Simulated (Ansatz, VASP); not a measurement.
# GaMo: VASP beside Ansatz

```
CELL_PARAMETERS angstrom
5.26826 0.00000 0.00000
0.00000 5.26826 0.00000
0.00000 0.00000 5.26826
ATOMIC_POSITIONS crystal
Ga 0.67799 0.67799 0.67799
Ga 0.32201 0.32201 0.67799
Ga 0.32201 0.67799 0.32201
Ga 0.67799 0.32201 0.32201
Mo 0.00000 0.00000 0.00000
Mo 0.50000 0.00000 0.00000
Mo 0.00000 0.50000 0.00000
Mo 0.00000 0.00000 0.50000
```

Alike in both runs: functional PBE; k mesh 3 × 3 × 3; occupations gaussian, width 0.2 eV; no spin polarisation.

Ansatz relaxed the structure, and its values are those at the end. VASP's run is a single point on that final structure, the one shown.

|  | VASP | Ansatz |
| --- | --- | --- |
| version | VASP 6.6.1 | Ansatz 0.2.0 |
| potentials or method | VASP PAW PBE potentials, release 64 (Ga_d, Mo_sv), cutoff 520 eV | scalar-relativistic, plane waves, PAW |
| valence electrons in the cell | 108 | 108 |

Ansatz gave:

* gap on the k mesh at the Fermi level (eV): none
* pressure (GPa): -0.2
* rms of the force components (eV/Å): 0.053

Task: What did VASP give for the same quantities?

Result: gap on the k mesh at the Fermi level (eV): none; pressure (GPa): 0.1; rms of the force components (eV/Å): 0.055.

A gap of «none» marks a metal or a gap that the smearing closes.

The k mesh is coarse, so the values compare programs but aren't converged.
